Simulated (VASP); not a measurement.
Write the native input for VASP 6.6.1 that does the following.

```yaml
Task: single point
Functional: PBEsol
Potentials_or_basis: VASP PAW PBE potentials, release 64 (Ir)
Cutoff: 520 eV
k_mesh: 15 × 15 × 15
Occupations: fermi-dirac, width 0.05 eV
Spin: no spin polarisation
Dipole_correction: no
Further_INCAR_settings: ALGO = Normal; EDIFF = 1e-07; NBANDS = 10
```

The structure of Ir lies in POSCAR:

```
Ir
1.0
   -0.0383940000      1.9005030000      1.9005030000
    1.9005030000     -0.0383940000      1.9005030000
    1.9005030000      1.9005030000     -0.0383940000
Ir
1
Direct
    0.0000000000      0.0000000000      0.0000000000
```

This cell differs from its parent crystal: equal xy, yz and zx shear strains of -2 %.

The input as run:

INCAR

```
ALGO     = Normal         # electronic algorithm
EDIFF    = 1E-7           # SCF threshold, eV
ENCUT    = 520            # plane-wave cutoff, eV
GGA      = PS             # functional
ISIF     = 2              # what is computed and relaxed
ISMEAR   = -1             # smearing method
LASPH    = T              # aspherical terms in the spheres
LCHARG   = F              # write CHGCAR
LREAL    = F              # projectors in reciprocal space
LWAVE    = F              # write WAVECAR
NBANDS   = 10             # bands
NELM     = 100            # most SCF steps
PREC     = Accurate       # precision mode
SIGMA    = 0.05           # smearing width, eV
```

KPOINTS

```
k-points
0
Gamma
  15 15 15
```

Potentials or basis: VASP PAW PBE potentials, release 64 (Ir).

The run is started by

```console
$ cat potpaw_PBE.64/Ir/POTCAR > POTCAR
$ mpirun -np 1 vasp_std > vasp.out
```

It gave:

The pressure is -1.3 GPa.

Caveat: the cell differs from its parent crystal (equal xy, yz and zx shear strains of -2 %); the PAW data sets were made with another functional, which shifts forces and pressure a little.

Run time: 15 s on 1 thread of Intel(R) Xeon(R) 6975P-C (Granite Rapids), with other jobs on the host, peak memory 0.16 GiB.
